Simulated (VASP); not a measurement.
# Al2Au (Fm-3m) in VASP: single point with HSE06

Aim: the single point of Al2Au with HSE06.

Program: VASP 6.6.1. These are calculated values, not measurements. Logs are shortened: lines on timing, memory, paths and dates and some standing lists are left out, and cuts for length are marked.

### Step 1. The cell of the first run

It takes space group Fm-3m (No. 225, cubic). Conventional cell: a = 6.002 Å, b = 6.002 Å, c = 6.002 Å, α = 90.00°, β = 90.00°, γ = 90.00°. Al (site symmetry -43m) has 4 Au at 2.60 Å and 6 Al at 3.00 Å within 3.4 Å. Within 3.4 Å of Au (site symmetry m-3m) lie 8 Al at 2.60 Å.

### Step 2. Single point, HSE06

POSCAR

```
Al2Au
1.0
    0.0000000000      3.0011078160      3.0011078160
    3.0011078160      0.0000000000      3.0011078160
    3.0011078160      3.0011078160      0.0000000000
Al Au
2 1
Direct
    0.2500000000      0.2500000000      0.2500000000
    0.7500000000      0.7500000000      0.7500000000
    0.0000000000      0.0000000000      0.0000000000
```

INCAR.step1

```
PREC = Accurate
ENCUT = 520
EDIFF = 1E-5
ISMEAR = 0
SIGMA = 0.1
LREAL = False
LASPH = True
NELM = 60
ALGO = Normal
ISIF = 2
LWAVE = True
LCHARG = False
GGA = PE
NBANDS = 16
```

INCAR.step2

```
PREC = Accurate
ENCUT = 520
EDIFF = 1E-7
ISMEAR = 0
SIGMA = 0.1
LREAL = False
LASPH = True
NELM = 60
ALGO = Normal
ISIF = 2
LWAVE = False
LCHARG = False
GGA = PE
LHFCALC = True
HFSCREEN = 0.2079
PRECFOCK = Normal
ISTART = 1
NBANDS = 16
```

KPOINTS

```
regular mesh
0
Gamma
  6 6 6
```

Potentials or basis: VASP PAW PBE potentials, release 64 (Al, Au).

On the command line:

```
$ cat potpaw_PBE.64/Al/POTCAR potpaw_PBE.64/Au/POTCAR > POTCAR
$ cp INCAR.step1 INCAR
$ mpirun -np 1 vasp_std > vasp.out
$ cp INCAR.step2 INCAR
$ mpirun -np 1 vasp_std > vasp.out
```

OUTCAR:

```text
PREC = Accurate
   ENCUT = 520
   EDIFF = 1E-7
   ISMEAR = 0
   LREAL = False
   LASPH = True
   NELM = 60
   ISIF = 2
   GGA = PE
   LHFCALC = True
   HFSCREEN = 0.2079
   PRECFOCK = Normal
   ISTART = 1

 ion  position               nearest neighbor table
   1  0.250  0.250  0.250-   3 2.60   3 2.60   3 2.60   3 2.60   2 3.00   2 3.00   2 3.00   2 3.00
                             2 3.00   2 3.00
   2  0.750  0.750  0.750-   3 2.60   3 2.60   3 2.60   3 2.60   1 3.00   1 3.00   1 3.00   1 3.00
                             1 3.00   1 3.00
   3  0.000  0.000  0.000-   2 2.60   2 2.60   2 2.60   1 2.60   2 2.60   1 2.60   1 2.60   1 2.60

  LATTYP: Found a face centered cubic cell.
 ALAT       =     6.0022156320

  Lattice vectors:

 A1 = (   0.0000000000,   3.0011078160,   3.0011078160)
 A2 = (   3.0011078160,   0.0000000000,   3.0011078160)
 A3 = (   3.0011078160,   3.0011078160,   0.0000000000)

Analysis of symmetry for initial positions (statically):
=====================================================================
 Subroutine PRICEL returns:
 Original cell was already a primitive cell.

 Routine SETGRP: Setting up the symmetry group for a
 face centered cubic supercell.

 Subroutine GETGRP returns: Found 48 space group operations
 (whereof 48 operations were pure point group operations)
 out of a pool of 48 trial point group operations.

The static configuration has the point symmetry O_h .

Analysis of symmetry for dynamics (positions and initial velocities):
=====================================================================
 Subroutine PRICEL returns:
 Original cell was already a primitive cell.

 Routine SETGRP: Setting up the symmetry group for a
 face centered cubic supercell.

 Subroutine GETGRP returns: Found 48 space group operations
 (whereof 48 operations were pure point group operations)
 out of a pool of 48 trial point group operations.

The dynamic configuration has the point symmetry O_h .

 Subroutine INISYM returns: Found 48 space group operations
 (whereof 48 operations are pure point group operations),
 and found     1 'primitive' translations

----------------------------------------------------------------------------------------

                                     Primitive cell

  volume of cell :      54.0598

  direct lattice vectors                    reciprocal lattice vectors
     0.000000000  3.001107816  3.001107816    -0.166605144  0.166605144  0.166605144
     3.001107816  0.000000000  3.001107816     0.166605144 -0.166605144  0.166605144
     3.001107816  3.001107816  0.000000000     0.166605144  0.166605144 -0.166605144

  length of vectors
     4.244207376  4.244207376  4.244207376     0.288568574  0.288568574  0.288568574

  position of ions in fractional coordinates (direct lattice)
     0.250000000  0.250000000  0.250000000
     0.750000000  0.750000000  0.750000000
     0.000000000  0.000000000  0.000000000

  ion indices of the primitive-cell ions
   primitive index   ion index
                 1           1
                 2           2
                 3           3

----------------------------------------------------------------------------------------

 KPOINTS: regular mesh

Automatic generation of k-mesh.
 Grid dimensions read from file:
 generate k-points for:    6    6    6

 Generating k-lattice:

  Cartesian coordinates                     Fractional coordinates (reciprocal lattice)
    -0.027767524  0.027767524  0.027767524     0.166666667  0.000000000  0.000000000
     0.027767524 -0.027767524  0.027767524     0.000000000  0.166666667  0.000000000
     0.027767524  0.027767524 -0.027767524     0.000000000  0.000000000  0.166666667

  Length of vectors
     0.048094762  0.048094762  0.048094762

  Shift w.r.t. Gamma in fractional coordinates (k-lattice)
     0.000000000  0.000000000  0.000000000

 Subroutine IBZKPT returns following result:
 ===========================================

 Found     16 irreducible k-points:

 Following reciprocal coordinates:
            Coordinates               Weight
  0.000000  0.000000  0.000000      1.000000
  0.166667  0.000000  0.000000      8.000000
  0.333333  0.000000  0.000000      8.000000
  0.500000  0.000000  0.000000      4.000000
  0.166667  0.166667  0.000000      6.000000
  0.333333  0.166667  0.000000     24.000000
[... 8 lines left out ...]
 -0.333333  0.333333  0.166667     24.000000
 -0.333333  0.500000  0.166667     12.000000
   k-points           NKPTS =     16   k-points in BZ     NKDIM =    216   number of bands    NBANDS=     16
   number of dos      NEDOS =    301   number of ions     NIONS =      3
   total plane-waves  NPLWV =  32768
   dimension x,y,z NGX =    32 NGY =   32 NGZ =   32
   dimension x,y,z NGXF=    64 NGYF=   64 NGZF=   64
   ions per type =               2   1
   NGX,Y,Z   is equivalent  to a cutoff of  12.53, 12.53, 12.53 a.u.
   NGXF,Y,Z  is equivalent  to a cutoff of  25.07, 25.07, 25.07 a.u.
 SYSTEM =  unknown system
   PREC   = accura    normal or accurate (medium, high low for compatibility)
   ISTART =      1    job   : 0-new  1-cont  2-samecut
   ICHARG =      0    charge: 1-file 2-atom 10-const
   ISPIN  =      1    spin polarized calculation?
   LNONCOLLINEAR =      F non collinear calculations
   LSORBIT =      F    spin-orbit coupling
   LASPH  =      T    aspherical Exc in radial PAW
   ENCUT  =  520.0 eV  38.22 Ry    6.18 a.u.   7.89  7.89  7.89*2*pi/ulx,y,z
   NELM   =     60;   NELMIN=  2; NELMDL=  0     # of ELM steps
   EDIFF  = 0.1E-06   stopping-criterion for ELM
   LREAL  =      F    real-space projection
   EDIFFG = 0.1E-05   stopping-criterion for IOM
   NSW    =      0    number of steps for IOM
   IBRION =     -1    ionic relax: 0-MD 1-quasi-New 2-CG
   NFREE  =      0    steps in history (QN), initial steepest desc. (CG)
   ISIF   =      2    stress and relaxation
   ISYM   =      3    0-nonsym 1-usesym 2-fastsym
   POTIM  = 0.5000    time-step for ionic-motion
   TEBEG  =    0.0;   TEEND  =   0.0 temperature during run
   PSTRESS=    0.0 pullay stress
   NELECT =      17.0000    total number of electrons
   NUPDOWN=      -1.0000    fix difference up-down
   EMIN   =  10.00;   EMAX   =-10.00  energy-range for DOS
   EFERMI =   0.00;   METHOD = LEGACY
   ISMEAR =     0;   SIGMA  =   0.10  broadening in eV -4-tet -1-fermi 0-gaus
   EFERMI_NEDOS =   21; number of points for ismear=-14 and -15
   IALGO  =     38    algorithm
   IMIX   =      1    mixing-type and parameters
     AMIX     =   0.40;   BMIX     =  1.00
     AMIX_MAG =   1.60;   BMIX_MAG =  1.00
  volume/ion in A,a.u.               =      18.02       121.60
  Fermi-wavevector in a.u.,A,eV,Ry     =   1.113268  2.103771 16.862579  1.239365
  Thomas-Fermi vector in A             =   2.249851
   LORBIT       =      0    0 simple, 1 ext, 2 COOP (PROOUT), +10 PAW based schemes
   GGA     = PE    functional components
   LHFCALC =     T    Hartree Fock is set to
   PRECFOCK=normal    Normal, Fast or Accurate (Low or Medium for compatibility)
   ENCUT4O =  -1.0   cutoff for four orbital integrals eV
   NKREDX  =     1    reduce k-point grid by
   NKREDY  =     1    reduce k-point grid by
   NKREDZ  =     1    reduce k-point grid by
   AEXX    =    0.2500 exact exchange contribution
   HFSCREEN=    0.2079 screening length (either q_TF or 0.3 A-1)
   HFSCREENC=   0.2079 screening length for correlation (either q_TF or 0.3 A-1)
   ENCUTFOCK=  -1.0 apply spherical cutoff to Coloumb kernel
   IVDW    =     0    specifies the selected vdW correction
   LEPSILON=     F    determine dielectric tensor
   LRPA    =     F    only Hartree local field effects (RPA)
 non-spin polarized calculation
 Gauss-broadening in eV      SIGMA  =   0.10
  energy-cutoff  :      520.00
  volume of cell :       54.06
 maximum number of plane-waves:      1464
  NGX = 24; NGY = 24; NGZ = 24

 number of electron      17.0000001 magnetization

 Free energy of the ion-electron system (eV)
  ---------------------------------------------------
  ext. energy  EPLUGINS =         0.00000000
  ---------------------------------------------------
  free energy    TOTEN  =       -13.00109521 eV

  energy without entropy =      -12.99472309  energy(sigma->0) =      -12.99790915

 E-fermi :   7.5017     XC(G=0):  -8.6902

 val. band max:        7.4938071263   @ k =   0.3333   0.1667   0.0000
 cond. band min:       8.0155038743   @ k =   0.5000   0.0000   0.0000
 fundamental gap:      0.5216967481
 Fermi energy:         7.5017270258

 k-point     1 :       0.0000    0.0000    0.0000
  band No.  band energies     occupation
      1      -4.2571      2.00000
      2      -0.0355      2.00000
      3      -0.0355      2.00000
      4      -0.0355      2.00000
      5       0.8940      2.00000
      6       0.8940      2.00000
[... 8 lines left out ...]
     15      14.0837      0.00000
     16      14.0837      0.00000

 k-point     2 :       0.1667    0.0000    0.0000
  band No.  band energies     occupation
      1      -3.8540      2.00000
      2      -0.1429      2.00000
      3       0.0540      2.00000
      4       0.0540      2.00000
      5       0.8824      2.00000
      6       0.8824      2.00000
[... 8 lines left out ...]
     15      13.7348      0.00000
     16      14.0313      0.00000

 k-point     3 :       0.3333    0.0000    0.0000
  band No.  band energies     occupation
      1      -2.7778      2.00000
      2      -0.2272      2.00000
      3       0.1811      2.00000
      4       0.1811      2.00000
      5       0.9475      2.00000
      6       0.9475      2.00000
[... 8 lines left out ...]
     15      15.7379      0.00000
     16      15.9576      0.00000

 k-point     4 :       0.5000    0.0000    0.0000
  band No.  band energies     occupation
      1      -1.9888      2.00000
      2       0.2066      2.00000
      3       0.2066      2.00000
      4       0.3074      2.00000
      5       1.0410      2.00000
      6       1.0410      2.00000
[... 8 lines left out ...]
     15      17.3481      0.00000
     16      18.3496      0.00000

 k-point     5 :       0.1667    0.1667    0.0000
  band No.  band energies     occupation
      1      -3.7135      2.00000
      2      -0.2314      2.00000
      3       0.1236      2.00000
      4       0.1236      2.00000
      5       0.7605      2.00000
      6       0.9691      2.00000
[... 8 lines left out ...]
     15      15.0354      0.00000
     16      15.0354      0.00000

 k-point     6 :       0.3333    0.1667    0.0000
  band No.  band energies     occupation
      1      -2.8212      2.00000
      2      -0.3941      2.00000
      3       0.2619      2.00000
      4       0.2858      2.00000
      5       0.7557      2.00000
      6       1.0413      2.00000
[... 8 lines left out ...]
     15      16.9901      0.00000
     16      17.0640      0.00000
[... 115 lines left out ...]
 k-point    13 :       0.5000    0.5000    0.0000
  band No.  band energies     occupation
      1      -0.7682      2.00000
      2      -0.4868      2.00000
      3       0.5713      2.00000
      4       0.8236      2.00000
      5       0.8236      2.00000
      6       1.2049      2.00000
[... 8 lines left out ...]
     15      18.9654      0.00000
     16      18.9798      0.00000

 k-point    14 :       0.5000    0.3333    0.1667
  band No.  band energies     occupation
      1      -1.7779      2.00000
      2      -0.5164      2.00000
      3       0.2414      2.00000
      4       0.5385      2.00000
      5       0.8589      2.00000
      6       1.0964      2.00000
[... 8 lines left out ...]
     15      16.9145      0.00000
     16      17.9892      0.00000

 k-point    15 :      -0.3333    0.3333    0.1667
  band No.  band energies     occupation
      1      -1.0215      2.00000
      2      -0.3707      2.00000
      3       0.2746      2.00000
      4       0.6216      2.00000
      5       0.7865      2.00000
      6       1.2966      2.00000
[... 8 lines left out ...]
     15      17.2187      0.00000
     16      19.3668      0.00000

 k-point    16 :      -0.3333    0.5000    0.1667
  band No.  band energies     occupation
      1      -0.6388      2.00000
      2      -0.1934      2.00000
      3      -0.0982      2.00000
      4       0.8238      2.00000
      5       0.8478      2.00000
      6       1.5811      2.00000
[... 8 lines left out ...]
     15      19.2032      0.00000
     16      19.7502      0.00000

------------------------ aborting loop because EDIFF is reached ----------------------------------------

  FORCE on cell =-STRESS in cart. coord.  units (eV):
  Direction    XX          YY          ZZ          XY          YZ          ZX
  --------------------------------------------------------------------------------------
  -------------------------------------------------------------------------------------
  Total        0.2259560      0.2259560      0.2259560     -0.0000000     -0.0000000      0.0000000
  in kB        6.6966813      6.6966813      6.6966813     -0.0000000     -0.0000000      0.0000000
  external PRESSURE =       6.6966813 kB  Pullay stress =       0.0000000 kB

 VOLUME and BASIS-vectors are now :
 -----------------------------------------------------------------------------
  energy-cutoff  :      520.00
  volume of cell :       54.06
      direct lattice vectors                 reciprocal lattice vectors
     0.000000000  3.001107816  3.001107816    -0.166605144  0.166605144  0.166605144
     3.001107816  0.000000000  3.001107816     0.166605144 -0.166605144  0.166605144
     3.001107816  3.001107816  0.000000000     0.166605144  0.166605144 -0.166605144

 POSITION                                       TOTAL-FORCE (eV/Angst)
 -----------------------------------------------------------------------------------
      1.50055      1.50055      1.50055        -0.000000      0.000000      0.000000
      4.50166      4.50166      4.50166         0.000000     -0.000000     -0.000000
      0.00000      0.00000      0.00000         0.000000      0.000000     -0.000000
 -----------------------------------------------------------------------------------
    total drift:                               -0.000000     -0.000000     -0.000000

  FREE ENERGIE OF THE ION-ELECTRON SYSTEM (eV)
  ---------------------------------------------------
  free  energy   TOTEN  =       -13.0010952057 eV

  energy  without entropy=      -12.9947230856  energy(sigma->0) =      -12.99790915
```

It took 46 min on 1 thread of Intel Xeon Platinum 8259CL at 2.50GHz (Skylake/Cascade Lake), shared host; peak memory 0.31 GiB.

What came out:

```
Free energy            : -13.0011 eV
Pressure               : 0.7 GPa
Band gap on the k mesh : zero (an odd number of electrons rules out a gap without spin polarisation)
```

Levels at points of the mesh, in eV from the Fermi level:
```
           k point  band 5  band 6  band 7  band 8  band 9  band 10  band 11  band 12  band 13  band 14
(0.00, 0.00, 0.00)   -6.61   -6.61    2.95    3.40    3.40     3.40     4.49     4.49     4.49     6.58
(0.50, 0.00, 0.00)   -6.46   -6.46   -6.19    0.51    0.51     3.97     4.33     4.40     4.40     9.85
(0.50, 0.50, 0.00)   -6.68   -6.30   -5.66   -2.32   -2.32     1.64     2.57     8.63    10.93    10.93
```

Caveat: the PAW data sets were made with another functional, which shifts forces and pressure a little; spin-orbit coupling is left out, which moves the levels of the heavy elements.

The gap in the log of VASP goes by the Fermi energy; the results here count the filled bands.